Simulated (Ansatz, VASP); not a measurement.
**Two plane-wave programs on Ru**

File INCAR:

```
ALGO = Normal
EDIFF = 1E-6
ENCUT = 500
GGA = PE
GGA_COMPAT = False
ISIF = 2
ISMEAR = -1
LASPH = True
LCHARG = True
LELF = True
LREAL = False
LVHAR = True
LWAVE = False
NBANDS = 36
NELM = 120
PREC = Accurate
SIGMA = 0.1233
```

The input KPOINTS:

```
k-points
0
Gamma
  10 5 5
```

Contents of POSCAR:

```
Ru
1.0
    2.7075644500      0.0000000000      0.0000000000
   -2.7075644500      4.6896440300      0.0000000000
    0.0000000000      0.0000000000      4.2874988100
Ru
4
Direct
    0.3333000000      0.3333500000      0.2500000000
    0.3333000000      0.8333500000      0.2500000000
    0.6666000000      0.1666500000      0.7500000000
    0.6666000000      0.6666500000      0.7500000000
```

Input for Ansatz:

```yaml
crystal:
  lattice:
    - [2.70756445, 0.0, 0.0]
    - [-2.70756445, 4.68964403, 0.0]
    - [0.0, 0.0, 4.28749881]
  atoms:
    - { symbol: Ru, position: [0.3333, 0.33335, 0.25] }
    - { symbol: Ru, position: [0.3333, 0.83335, 0.25] }
    - { symbol: Ru, position: [0.6666, 0.16665, 0.75] }
    - { symbol: Ru, position: [0.6666, 0.66665, 0.75] }
  symmetry: { tolerance: 0.0003 }
kpoints:
  mp_grid: { grid: [10, 5, 5], shift: [0, 0, 0] }
magnetization:
  spin_polarized: false
scf:
  occupations: { method: fermi_dirac, width: 0.1233 }
hamiltonian:
  pseudopotentials: { kind: paw }
  xc: pbe
basis:
  ecutwfc: 420
output:
  forces: true
  stress: true
  eigenvalues: true
  write_density: true
  write_potential: true
  elf: true
  volumetric_format: npy
```

Alike in both runs: task single point; functional PBE; k mesh 10 × 5 × 5; occupations fermi-dirac, width 0.1233 eV; no spin polarisation.

|  | VASP | Ansatz |
| --- | --- | --- |
| version | VASP 6.6.1 | Ansatz 0.2.0 |
| potentials or method | VASP PAW PBE potentials, release 64 (Ru_pv), cutoff 500 eV | PAW plane waves |
| valence electrons in the cell | 56 | 64 |

|  | VASP | Ansatz | Ansatz less VASP |
| --- | --- | --- | --- |
| gap on the k mesh at the Fermi level (eV) | none | none | - |
| pressure (GPa) | 3.9 | 4.0 | +0.07 |
| traceless stress, the component that is largest in VASP (GPa) | -2.17 | -2.17 | -0.005 |

A gap of «none» marks a metal or a gap that the smearing closes. VASP's potentials hold 56 valence electrons a cell and Ansatz's 64, so a difference there can come from the potentials and not from the codes.
